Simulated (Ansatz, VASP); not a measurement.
**TaN in VASP and in Ansatz**

Contents of INCAR:

```
PREC     = Accurate       # precision mode
ENCUT    = 520            # plane-wave cutoff, eV
EDIFF    = 1E-8           # SCF threshold, eV
ISMEAR   = -1             # smearing method
SIGMA    = 0.03           # smearing width, eV
LREAL    = False          # projectors in reciprocal space
LASPH    = True           # aspherical terms in the spheres
NELM     = 80             # most SCF steps
ALGO     = Normal         # electronic algorithm
ISIF     = 2              # what is computed and relaxed
LWAVE    = False          # write WAVECAR
LCHARG   = False          # write CHGCAR
GGA      = CA             # functional
LEFG     = True         
NBANDS   = 24             # bands
```

KPOINTS

```
regular mesh
0
Gamma
  9 9 5
```

The input POSCAR:

```
TaN
1.0
    3.0500010905      0.0000000000      0.0000000000
   -1.5250005453      2.6413784260      0.0000000000
    0.0000000000      0.0000000000      4.8412000000
Ta N
2 2
Direct
    0.3333333333      0.6666666667      0.0000000000
    0.6666666667      0.3333333333      0.5000000000
    0.3333333333      0.6666666667      0.3850000000
    0.6666666667      0.3333333333      0.8850000000
```

Input for Ansatz:

```yaml
crystal:
  lattice:
    - [3.0500010905, 0.0, 0.0]
    - [-1.5250005453, 2.641378426, 0.0]
    - [0.0, 0.0, 4.8412]
  atoms:
    - { symbol: Ta, position: [0.3333333333, 0.6666666667, 0.0] }
    - { symbol: Ta, position: [0.6666666667, 0.3333333333, 0.5] }
    - { symbol: "N", position: [0.3333333333, 0.6666666667, 0.385] }
    - { symbol: "N", position: [0.6666666667, 0.3333333333, 0.885] }
kpoints:
  mp_grid: { grid: [9, 9, 5] }
scf:
  occupations: { method: fermi_dirac, width: 0.03 }
hamiltonian:
  xc: lda
  pseudopotentials: { kind: all_electron, datasets: crystal }
output:
  forces: true
  stress: true
  eigenvalues: true
  efg: { contact_densities: true }
```

Change from the starting cell: zz strain of -2 %, crystal datasets.

Alike in both runs: task electric field gradients; functional LDA; k mesh 9 × 9 × 5; occupations fermi-dirac, width 0.03 eV; no spin polarisation.

|  | VASP | Ansatz |
| --- | --- | --- |
| version | VASP 6.6.1 | Ansatz 0.2.0 |
| potentials or method | VASP PAW LDA potentials, release 64 (Ta_pv, N), cutoff 520 eV | all-electron PAW with datasets made for the crystal, scalar-relativistic |

|  | VASP | Ansatz | Ansatz less VASP |
| --- | --- | --- | --- |
| pressure (GPa) | 136.0 | 128.9 | -7.08 |
| traceless stress, the component that is largest in VASP (GPa) | -11.06 | -10.53 | +0.529 |
| rms of the force components (eV/Å) | 0.687 | 0.692 | +0.0048 |
| size of Vzz on the site where it differs most (V/Å²) | 100.0 | 98.2 | -1.72 |

LDA's correlation is that of Perdew and Zunger in VASP and of Perdew and Wang (1992) in Ansatz. Atom by atom the forces differ by 0.005 eV/Å (rms over components). Both programs put the cell under a high pressure, so it lies far from rest at this level. Ansatz ran all-electron here, and VASP with PAW potentials.

Neither program's run includes spin-orbit coupling. Noted on VASP's run: the cell as given lies far from equilibrium.
